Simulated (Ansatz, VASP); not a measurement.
# MnS: VASP beside Ansatz

```
CELL_PARAMETERS angstrom
0.00000 2.87313 -2.87313
0.00000 2.87313 2.87313
5.74625 0.00000 0.00000
ATOMIC_POSITIONS crystal
Mn 0.00000 0.00000 0.00000
Mn 0.50000 0.50000 0.50000
S 0.00000 0.50000 0.25000
S 0.50000 0.00000 0.75000
```

Alike in both runs: task single point; functional PBE; k mesh 4 × 4 × 3; occupations gaussian, width 0.05 eV; collinear spin; Hubbard terms Mn d U = 3.9 eV.

```csv
,VASP,Ansatz
version,VASP 6.6.1,Ansatz 0.2.0
potentials or method,"VASP PAW PBE potentials, release 64 (Mn_pv, S), cutoff 520 eV","scalar-relativistic, plane waves, PAW"
valence electrons in the cell,38,42
```

VASP gave:

| Property | Result |
| --- | --- |
| gap on the k mesh at the Fermi level (eV) | 2.57 |
| least direct gap on the mesh (eV) | 2.57 |
| pressure (GPa) | -1.3 |
| net moment per atom (μB) | 0.00 |
| size of the moment on the site where the two differ most (μB) | 4.53 |

Q: What did Ansatz give for the same quantities?

A: gap on the k mesh at the Fermi level (eV): 2.57; least direct gap on the mesh (eV): 2.57; pressure (GPa): -1.4; net moment per atom (μB): 0.00; size of the moment on the site where the two differ most (μB): 4.36.

Site moments also hang on the region over which each program counts them. The programs project onto different local orbitals, so the same U acts differently, and such runs can settle in different states. VASP's potentials hold 38 valence electrons a cell and Ansatz's 42, so a difference there can come from the potentials and not from the codes.
